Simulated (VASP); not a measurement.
# SiC3 (P4/mmm) in VASP: notebook

SiC3 is run at these levels: PBE; tasks: single point, relaxation of cell and atoms.

All numbers are computed with VASP 6.6.1; they aren't measurements. Logs are shortened: lines on timing, memory, paths and dates and some standing lists are left out, and cuts for length are marked.

### Step 1. The cell of the first run

Symmetry: P4/mmm, No. 123, tetragonal system. Conventional cell: a = 5.610 Å, b = 5.610 Å, c = 3.056 Å, α = 90.00°, β = 90.00°, γ = 90.00°. Si (site symmetry 4/mmm) has 2 C at 1.53 Å within 2.0 Å. C (site symmetry 4mm) has 1 C at 1.30 Å within 1.7 Å. C (site symmetry 4/mmm) has 2 Si at 1.53 Å within 2.0 Å.

### Step 2. Single point, PBE

Contents of INCAR:

```
SYSTEM = SiC3
PREC = Accurate
ENCUT = 520
EDIFF = 1E-6
ISMEAR = 0
SIGMA = 0.02
LREAL = .FALSE.
LASPH = .TRUE.
NELM = 100
ALGO = Normal
ISIF = 2
LWAVE = .FALSE.
LCHARG = .FALSE.
GGA = PE
NBANDS = 16
```

Contents of KPOINTS:

```
regular mesh
0
G
  6 6 10
  0 0 0
```

Contents of POSCAR:

```
SiC3
1.0
    5.6099916820      0.0000000000      0.0000000000
    0.0000000000      5.6099916820      0.0000000000
    0.0000000000      0.0000000000      3.0562322163
Si C
1 3
Direct
    0.5000000000      0.5000000000      0.0000000000
    0.0000000000      0.0000000000      0.7865571748
    0.0000000000      0.0000000000      0.2134428252
    0.5000000000      0.5000000000      0.5000000000
```

Potentials or basis: VASP PAW PBE potentials, release 64 (Si, C).

Started as:

```sh
$ cat potpaw_PBE.64/Si/POTCAR potpaw_PBE.64/C/POTCAR > POTCAR
$ mpirun -np 1 vasp_std > vasp.out
```

OUTCAR:

```text
SYSTEM = SiC3
   PREC = Accurate
   ENCUT = 520
   EDIFF = 1E-6
   ISMEAR = 0
   LREAL = .FALSE.
   LASPH = .TRUE.
   NELM = 100
   ISIF = 2
   GGA = PE

 ion  position               nearest neighbor table
   1  0.500  0.500  0.000-   4 1.53   4 1.53
   2  0.000  0.000  0.787-   3 1.30   3 1.75
   3  0.000  0.000  0.213-   2 1.30   2 1.75
   4  0.500  0.500  0.500-   1 1.53   1 1.53

  LATTYP: Found a simple tetragonal cell.
 ALAT       =     5.6099916820
 C/A-ratio  =     0.5447837340

  Lattice vectors:

 A1 = (   5.6099916820,   0.0000000000,   0.0000000000)
 A2 = (   0.0000000000,   5.6099916820,   0.0000000000)
 A3 = (   0.0000000000,   0.0000000000,   3.0562322163)

Analysis of symmetry for initial positions (statically):
=====================================================================
 Subroutine PRICEL returns:
 Original cell was already a primitive cell.

 Routine SETGRP: Setting up the symmetry group for a
 simple tetragonal supercell.

 Subroutine GETGRP returns: Found 16 space group operations
 (whereof 16 operations were pure point group operations)
 out of a pool of 16 trial point group operations.

The static configuration has the point symmetry D_4h.

Analysis of symmetry for dynamics (positions and initial velocities):
=====================================================================
 Subroutine PRICEL returns:
 Original cell was already a primitive cell.

 Routine SETGRP: Setting up the symmetry group for a
 simple tetragonal supercell.

 Subroutine GETGRP returns: Found 16 space group operations
 (whereof 16 operations were pure point group operations)
 out of a pool of 16 trial point group operations.

The dynamic configuration has the point symmetry D_4h.

 Subroutine INISYM returns: Found 16 space group operations
 (whereof 16 operations are pure point group operations),
 and found     1 'primitive' translations

----------------------------------------------------------------------------------------

                                     Primitive cell

  volume of cell :      96.1858

  direct lattice vectors                    reciprocal lattice vectors
     5.609991682  0.000000000  0.000000000     0.178253384  0.000000000  0.000000000
     0.000000000  5.609991682  0.000000000     0.000000000  0.178253384  0.000000000
     0.000000000  0.000000000  3.056232216     0.000000000  0.000000000  0.327200268

  length of vectors
     5.609991682  5.609991682  3.056232216     0.178253384  0.178253384  0.327200268

  position of ions in fractional coordinates (direct lattice)
     0.500000000  0.500000000  0.000000000
     0.000000000  0.000000000  0.786557175
     0.000000000  0.000000000  0.213442825
     0.500000000  0.500000000  0.500000000

  ion indices of the primitive-cell ions
   primitive index   ion index
                 1           1
                 2           2
                 3           3
                 4           4

----------------------------------------------------------------------------------------

 KPOINTS: regular mesh

Automatic generation of k-mesh.
 Grid dimensions read from file:
 generate k-points for:    6    6   10

 Generating k-lattice:

  Cartesian coordinates                     Fractional coordinates (reciprocal lattice)
     0.029708897  0.000000000  0.000000000     0.166666667  0.000000000  0.000000000
     0.000000000  0.029708897  0.000000000     0.000000000  0.166666667  0.000000000
     0.000000000  0.000000000  0.032720027     0.000000000  0.000000000  0.100000000

  Length of vectors
     0.029708897  0.029708897  0.032720027

  Shift w.r.t. Gamma in fractional coordinates (k-lattice)
     0.000000000  0.000000000  0.000000000

 Subroutine IBZKPT returns following result:
 ===========================================

 Found     60 irreducible k-points:

 Following reciprocal coordinates:
            Coordinates               Weight
  0.000000  0.000000  0.000000      1.000000
  0.166667  0.000000  0.000000      4.000000
  0.333333  0.000000  0.000000      4.000000
  0.500000  0.000000  0.000000      2.000000
  0.166667  0.166667  0.000000      4.000000
  0.333333  0.166667  0.000000      8.000000
[... 16 lines left out ...]
  0.333333  0.000000  0.200000      8.000000
  0.500000  0.000000  0.200000      4.000000
 [... further k-points ...]
   k-points           NKPTS =     60   k-points in BZ     NKDIM =     60   number of bands    NBANDS=     16
   number of dos      NEDOS =    301   number of ions     NIONS =      4
   total plane-waves  NPLWV =  42336
   dimension x,y,z NGX =    42 NGY =   42 NGZ =   24
   dimension x,y,z NGXF=    84 NGYF=   84 NGZF=   48
   ions per type =               1   3
   NGX,Y,Z   is equivalent  to a cutoff of  12.45, 12.45, 13.05 a.u.
   NGXF,Y,Z  is equivalent  to a cutoff of  24.89, 24.89, 26.11 a.u.
 SYSTEM =  SiC3
   PREC   = accura    normal or accurate (medium, high low for compatibility)
   ISTART =      0    job   : 0-new  1-cont  2-samecut
   ICHARG =      2    charge: 1-file 2-atom 10-const
   ISPIN  =      1    spin polarized calculation?
   LNONCOLLINEAR =      F non collinear calculations
   LSORBIT =      F    spin-orbit coupling
   LASPH  =      T    aspherical Exc in radial PAW
   ENCUT  =  520.0 eV  38.22 Ry    6.18 a.u.  10.43 10.43  5.68*2*pi/ulx,y,z
   NELM   =    100;   NELMIN=  2; NELMDL= -5     # of ELM steps
   EDIFF  = 0.1E-05   stopping-criterion for ELM
   LREAL  =      F    real-space projection
   EDIFFG = 0.1E-04   stopping-criterion for IOM
   NSW    =      0    number of steps for IOM
   IBRION =     -1    ionic relax: 0-MD 1-quasi-New 2-CG
   NFREE  =      0    steps in history (QN), initial steepest desc. (CG)
   ISIF   =      2    stress and relaxation
   ISYM   =      2    0-nonsym 1-usesym 2-fastsym
   POTIM  = 0.5000    time-step for ionic-motion
   TEBEG  =    0.0;   TEEND  =   0.0 temperature during run
   PSTRESS=    0.0 pullay stress
   NELECT =      16.0000    total number of electrons
   NUPDOWN=      -1.0000    fix difference up-down
   EMIN   =  10.00;   EMAX   =-10.00  energy-range for DOS
   EFERMI =   0.00;   METHOD = LEGACY
   ISMEAR =     0;   SIGMA  =   0.02  broadening in eV -4-tet -1-fermi 0-gaus
   EFERMI_NEDOS =   21; number of points for ismear=-14 and -15
   IALGO  =     38    algorithm
   IMIX   =      4    mixing-type and parameters
     AMIX     =   0.40;   BMIX     =  1.00
     AMIX_MAG =   1.60;   BMIX_MAG =  1.00
  volume/ion in A,a.u.               =      24.05       162.27
  Fermi-wavevector in a.u.,A,eV,Ry     =   0.900350  1.701414 11.029285  0.810630
  Thomas-Fermi vector in A             =   2.023296
   LORBIT       =      0    0 simple, 1 ext, 2 COOP (PROOUT), +10 PAW based schemes
   GGA     = PE    functional components
   LHFCALC =     F    Hartree Fock is set to
   AEXX    =    0.0000 exact exchange contribution
   IVDW    =     0    specifies the selected vdW correction
   LEPSILON=     F    determine dielectric tensor
   LRPA    =     F    only Hartree local field effects (RPA)
 non-spin polarized calculation
 Gauss-broadening in eV      SIGMA  =   0.02
  energy-cutoff  :      520.00
  volume of cell :       96.19
 maximum number of plane-waves:      2624
 NGX is ok and might be reduce to    42
   NGX = 21   NGY = 21   NGZ = 11

 number of electron      16.0000001 magnetization

 Free energy of the ion-electron system (eV)
  ---------------------------------------------------
  ext. energy  EPLUGINS =         0.00000000
  ---------------------------------------------------
  free energy    TOTEN  =       -24.28582596 eV

  energy without entropy =      -24.28582596  energy(sigma->0) =      -24.28582596

 E-fermi :  -0.8736     XC(G=0):  -6.6827

 val. band max:       -0.9676375244   @ k =   0.5000   0.0000   0.5000
 cond. band min:       0.1849229051   @ k =   0.0000   0.0000   0.0000
 fundamental gap:      1.1525604294
 Fermi energy:        -0.8735520684

 k-point     1 :       0.0000    0.0000    0.0000
  band No.  band energies     occupation
      1     -15.5948      2.00000
      2     -12.9653      2.00000
      3      -7.9267      2.00000
      4      -4.7753      2.00000
      5      -4.7753      2.00000
      6      -4.5858      2.00000
[... 8 lines left out ...]
     15       6.7775      0.00000
     16       8.2281      0.00000

 k-point     2 :       0.1667    0.0000    0.0000
  band No.  band energies     occupation
      1     -15.5936      2.00000
      2     -12.9661      2.00000
      3      -7.9270      2.00000
      4      -4.7678      2.00000
      5      -4.7544      2.00000
      6      -4.5856      2.00000
[... 8 lines left out ...]
     15       6.8765      0.00000
     16       8.1667      0.00000

 k-point     3 :       0.3333    0.0000    0.0000
  band No.  band energies     occupation
      1     -15.5911      2.00000
      2     -12.9676      2.00000
      3      -7.9278      2.00000
      4      -4.7501      2.00000
      5      -4.7101      2.00000
      6      -4.5852      2.00000
[... 8 lines left out ...]
     15       7.1198      0.00000
     16       7.9915      0.00000

 k-point     4 :       0.5000    0.0000    0.0000
  band No.  band energies     occupation
      1     -15.5898      2.00000
      2     -12.9684      2.00000
      3      -7.9281      2.00000
      4      -4.7395      2.00000
      5      -4.6864      2.00000
      6      -4.5850      2.00000
[... 8 lines left out ...]
     15       7.2975      0.00000
     16       7.8468      0.00000

 k-point     5 :       0.1667    0.1667    0.0000
  band No.  band energies     occupation
      1     -15.5925      2.00000
      2     -12.9662      2.00000
      3      -7.9271      2.00000
      4      -4.8086      2.00000
      5      -4.7135      2.00000
      6      -4.5854      2.00000
[... 8 lines left out ...]
     15       6.9165      0.00000
     16       8.2027      0.00000

 k-point     6 :       0.3333    0.1667    0.0000
  band No.  band energies     occupation
      1     -15.5903      2.00000
      2     -12.9664      2.00000
      3      -7.9273      2.00000
      4      -4.8144      2.00000
      5      -4.7145      2.00000
      6      -4.5851      2.00000
[... 8 lines left out ...]
     15       6.9655      0.00000
     16       8.0491      0.00000

 k-point     7 :       0.5000    0.1667    0.0000
  band No.  band energies     occupation
      1     -15.5892      2.00000
      2     -12.9666      2.00000
      3      -7.9274      2.00000
      4      -4.7858      2.00000
      5      -4.7505      2.00000
      6      -4.5849      2.00000
[... 8 lines left out ...]
     15       6.9241      0.00000
     16       7.9524      0.00000

 k-point     8 :       0.3333    0.3333    0.0000
  band No.  band energies     occupation
      1     -15.5888      2.00000
      2     -12.9641      2.00000
      3      -7.9265      2.00000
      4      -4.8768      2.00000
      5      -4.7892      2.00000
      6      -4.5847      2.00000
[... 8 lines left out ...]
     15       6.6967      0.00000
     16       8.2835      0.00000

 k-point     9 :       0.5000    0.3333    0.0000
  band No.  band energies     occupation
      1     -15.5879      2.00000
      2     -12.9629      2.00000
      3      -7.9260      2.00000
      4      -4.8714      2.00000
      5      -4.8618      2.00000
      6      -4.5845      2.00000
[... 8 lines left out ...]
     15       6.4586      0.00000
     16       8.2414      0.00000
[... 172 lines left out ...]
 k-point    19 :       0.5000    0.3333    0.1000
  band No.  band energies     occupation
      1     -15.5042      2.00000
      2     -12.8443      2.00000
      3      -8.2568      2.00000
      4      -4.9785      2.00000
      5      -4.7354      2.00000
      6      -4.7285      2.00000
[... 8 lines left out ...]
     15       6.4791      0.00000
     16       8.0046      0.00000

 k-point    20 :       0.5000    0.5000    0.1000
  band No.  band energies     occupation
      1     -15.5036      2.00000
      2     -12.8425      2.00000
      3      -8.2561      2.00000
      4      -4.9758      2.00000
      5      -4.7774      2.00000
      6      -4.7774      2.00000
[... 8 lines left out ...]
     15       6.1937      0.00000
     16       8.6136      0.00000

 k-point    21 :       0.0000    0.0000    0.2000
  band No.  band energies     occupation
      1     -15.2689      2.00000
      2     -12.4979      2.00000
      3      -9.0535      2.00000
      4      -5.9501      2.00000
      5      -4.2544      2.00000
      6      -4.2544      2.00000
[... 8 lines left out ...]
     15       5.8311      0.00000
     16       6.8958      0.00000

 k-point    22 :       0.1667    0.0000    0.2000
  band No.  band energies     occupation
      1     -15.2678      2.00000
      2     -12.4983      2.00000
      3      -9.0537      2.00000
      4      -5.9504      2.00000
      5      -4.2465      2.00000
      6      -4.2349      2.00000
[... 8 lines left out ...]
     15       5.9247      0.00000
     16       6.9998      0.00000

 k-point    23 :       0.3333    0.0000    0.2000
  band No.  band energies     occupation
      1     -15.2658      2.00000
      2     -12.4992      2.00000
      3      -9.0540      2.00000
      4      -5.9509      2.00000
      5      -4.2279      2.00000
      6      -4.1935      2.00000
[... 8 lines left out ...]
     15       6.3917      0.00000
     16       7.2523      0.00000

 k-point    24 :       0.5000    0.0000    0.2000
  band No.  band energies     occupation
      1     -15.2647      2.00000
      2     -12.4996      2.00000
      3      -9.0542      2.00000
      4      -5.9512      2.00000
      5      -4.2170      2.00000
      6      -4.1714      2.00000
[... 8 lines left out ...]
     15       6.7737      0.00000
     16       7.4273      0.00000

 [... further k-points ...]
[... 5 lines left out ...]
  --------------------------------------------------------------------------------------
  -------------------------------------------------------------------------------------
  Total        0.0120146      0.0120146     -0.0202970      0.0000000      0.0000000     -0.0000000
  in kB        0.2001285      0.2001285     -0.3380897      0.0000000      0.0000000     -0.0000000
  external PRESSURE =       0.0207224 kB  Pullay stress =       0.0000000 kB

 VOLUME and BASIS-vectors are now :
 -----------------------------------------------------------------------------
  energy-cutoff  :      520.00
  volume of cell :       96.19
      direct lattice vectors                 reciprocal lattice vectors
     5.609991682  0.000000000  0.000000000     0.178253384  0.000000000  0.000000000
     0.000000000  5.609991682  0.000000000     0.000000000  0.178253384  0.000000000
     0.000000000  0.000000000  3.056232216     0.000000000  0.000000000  0.327200268

 POSITION                                       TOTAL-FORCE (eV/Angst)
 -----------------------------------------------------------------------------------
      2.80500      2.80500      0.00000         0.000000      0.000000     -0.000000
      0.00000      0.00000      2.40390         0.000000      0.000000     -0.068352
      0.00000      0.00000      0.65233         0.000000      0.000000      0.068352
      2.80500      2.80500      1.52812         0.000000      0.000000     -0.000000
 -----------------------------------------------------------------------------------
    total drift:                                0.000000     -0.000000      0.000000

  FREE ENERGIE OF THE ION-ELECTRON SYSTEM (eV)
  ---------------------------------------------------
  free  energy   TOTEN  =       -24.2858259575 eV

  energy  without entropy=      -24.2858259575  energy(sigma->0) =      -24.28582596
```

Run time: 46 s. Hardware: 1 thread of Intel Xeon Platinum 8559C (Emerald Rapids), shared host; peak memory 0.23 GiB.

Results:

```
Free energy            : -24.2858 eV
Pressure               : 0.0 GPa
Largest force          : 0.068 eV/Å
Band gap on the k mesh : 1.15 eV, indirect (least direct gap 1.54 eV)
```

Forces in eV/Å, atoms in the order of the input:
```
Si   0.000  0.000  0.000
C    0.000  0.000 -0.068
C    0.000  0.000  0.068
C    0.000  0.000  0.000
```

Levels at points of the mesh, in eV from the valence-band top:
```tsv
k point	band 6	band 7	band 8	band 9	band 10	band 11
(0.00, 0.00, 0.00)	-3.62	-2.13	-2.13	1.15	2.94	5.63
(0.50, 0.00, 0.00)	-3.62	-2.41	-2.28	1.15	3.71	6.24
(0.50, 0.50, 0.00)	-3.62	-2.13	-2.13	1.16	3.85	6.56
(0.00, 0.00, 0.50)	-1.52	-0.06	-0.06	1.72	1.72	2.88
(0.50, 0.00, 0.50)	-1.50	-0.06	0.00	1.54	1.62	2.44
(0.50, 0.50, 0.50)	-1.58	-0.17	-0.17	1.72	1.72	2.72
```

A k mesh can miss the band edges. Expect the measured gap to be larger: semilocal functionals such as PBE lack the derivative discontinuity.

### Step 3. Relaxation of cell and atoms, PBE

Contents of INCAR:

```
SYSTEM = SiC3
  ALGO = Normal
  EDIFF = 1E-6
  EDIFFG = -0.01
  ENCUT = 600
  GGA = PE
  IBRION = 2
  ISIF = 3
  ISMEAR = 0
  LASPH = .TRUE.
  LCHARG = .FALSE.
  LREAL = .FALSE.
  LWAVE = .FALSE.
  NELM = 100
  NSW = 100
  PREC = Accurate
  SIGMA = 0.02
```

Contents of KPOINTS:

```
k-points
0
G
  6 6 10
  0 0 0
```

POSCAR is that of step 2.

Potentials or basis: VASP PAW PBE potentials, release 64 (Si, C).

Started as:

```sh
$ cat potpaw_PBE.64/Si/POTCAR potpaw_PBE.64/C/POTCAR > POTCAR
$ mpirun -np 1 vasp_std > vasp.out
```

It took 96 s on 1 thread of Intel Xeon Platinum 8559C (Emerald Rapids), shared host; peak memory 0.26 GiB.

It converged, with:

| Property | Result |
| --- | --- |
| Free energy | -24.2888 eV |
| Relaxed volume | 24.03 Å³/atom |
| Relaxed cell | a = 5.609 Å, b = 5.609 Å, c = 3.054 Å, α = 90.00°, β = 90.00°, γ = 90.00° |
| Space group after relaxing (to 0.05 Å) | P4/mmm (No. 123) |
| Energy gained by relaxing | 0.0 meV/atom |
| Ionic steps | 5 |
| Pressure after relaxing | 0.0 GPa |
| Band gap on the k mesh | 1.18 eV, indirect (least direct gap 1.52 eV) |

The path:
```
step  energy change (eV)  largest force (eV/Å)  pressure (GPa)  volume (Å³)
   1              0.0000                0.0666           -0.07        96.19
   2              0.0002                0.1482           -0.05        96.04
   3             -0.0001                0.0144           -0.07        96.13
   4              0.0000                0.0611            0.19        95.99
   5             -0.0001                0.0010           -0.01        96.10
```

Final structure:
```xyz
4
Lattice="5.6093 0.0000 0.0000 0.0000 5.6093 0.0000 0.0000 0.0000 3.0544" Properties=species:S:1:pos:R:3 pbc="T T T"
Si    2.8046    2.8046    0.0000
C     0.0000    0.0000    2.4012
C     0.0000    5.6093    0.6531
C     2.8046    2.8046    1.5272
```

Levels at points of the mesh, in eV from the valence-band top:
| k point | band 6 | band 7 | band 8 | band 9 | band 10 | band 11 |
| --- | --- | --- | --- | --- | --- | --- |
| (0.00, 0.00, 0.00) | -3.61 | -2.13 | -2.13 | 1.18 | 2.95 | 5.64 |
| (0.50, 0.00, 0.00) | -3.61 | -2.41 | -2.28 | 1.18 | 3.72 | 6.24 |
| (0.50, 0.50, 0.00) | -3.61 | -2.13 | -2.13 | 1.18 | 3.87 | 6.56 |
| (0.00, 0.00, 0.50) | -1.51 | -0.06 | -0.06 | 1.70 | 1.70 | 2.88 |
| (0.50, 0.00, 0.50) | -1.48 | -0.06 | 0.00 | 1.52 | 1.60 | 2.45 |
| (0.50, 0.50, 0.50) | -1.56 | -0.17 | -0.17 | 1.71 | 1.71 | 2.73 |

A k mesh can miss the band edges.
